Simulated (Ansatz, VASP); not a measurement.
## Two plane-wave programs on AlN

```xyz
8
Lattice="-3.1110 0.0000 0.0000 -1.5555 -2.6942 0.0000 -1.5553 -0.8980 9.9560" Properties=species:S:1:pos:R:3 pbc="T T T"
Al   -1.5555   -0.8981    8.9977
Al   -1.5555   -0.8981    4.0197
Al   -3.1110   -1.7961    1.5307
Al   -3.1110   -1.7961    6.5087
N    -1.5555   -0.8981    0.9583
N    -1.5555   -0.8981    5.9363
N    -3.1110   -1.7961    3.4473
N    -3.1110   -1.7961    8.4253
```

Alike in both runs: task single point; functional r2SCAN; k mesh 8 × 8 × 3; occupations gaussian, width 0.05 eV; no spin polarisation.

|  | VASP | Ansatz |
| --- | --- | --- |
| version | VASP 6.6.1 | Ansatz 0.2.0 |
| potentials or method | VASP PAW PBE potentials, release 64 (Al, N), cutoff 520 eV | scalar-relativistic, plane waves, PAW |
| valence electrons in the cell | 32 | 32 |

|  | VASP | Ansatz | Ansatz less VASP |
| --- | --- | --- | --- |
| gap on the k mesh at the Fermi level (eV) | 3.18 | 3.16 | -0.023 |
| least direct gap on the mesh (eV) | 3.21 | 3.19 | -0.023 |
| pressure (GPa) | -1.4 | -1.0 | +0.37 |
| traceless stress, the component that is largest in VASP (GPa) | 10.87 | 10.90 | +0.028 |
| rms of the force components (eV/Å) | 0.461 | 0.461 | -0.0004 |

VASP's potentials were made for PBE, not for r2SCAN. Atom by atom the forces differ by 0.004 eV/Å (rms over components).
